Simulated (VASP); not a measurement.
Set up this calculation in VASP 6.6.1, as the native input.

```yaml
Task: single point
Functional: PBE
Potentials_or_basis: VASP PAW PBE potentials, release 64 (Ca_sv)
Cutoff: 520 eV
k_mesh: 15 × 15 × 15
Occupations: fermi-dirac, width 0.1 eV
Spin: no spin polarisation
Dipole_correction: no
Further_INCAR_settings: ALGO = Normal; EDIFF = 1e-07; NBANDS = 11
```

The structure of Ca lies in POSCAR:

```
Ca
1.0
    3.5713706327      0.0000000000      0.0000000000
    0.0000000000      3.5713706327      0.0000000000
    0.0000000000      0.0000000000      3.5713706327
Ca
1
Direct
    0.0000000000      0.0000000000      0.0000000000
```

This isn't the form of Ca at room conditions, which is fcc.

One way to write it, as run:

INCAR

```
PREC = Accurate
ENCUT = 520
EDIFF = 1E-7
ISMEAR = -1
SIGMA = 0.1
LREAL = F
LASPH = T
NELM = 100
ALGO = Normal
ISIF = 2
LWAVE = F
LCHARG = F
GGA = PE
NBANDS = 11
```

KPOINTS

```
regular mesh
0
Gamma
  15 15 15
```

Potentials or basis: VASP PAW PBE potentials, release 64 (Ca_sv).

Run with:

```sh
$ cat potpaw_PBE.64/Ca_sv/POTCAR > POTCAR
$ mpirun -np 1 vasp_std > vasp.out
```

It gave:

```yaml
Pressure: -0.4 GPa
Band_gap_on_the_k_mesh: zero (bands 5 and 6 overlap by 1.07 eV)
```

It took 18 s on 1 thread of Intel(R) Xeon(R) 6975P-C (Granite Rapids), with other jobs on the host, peak memory 0.19 GiB.
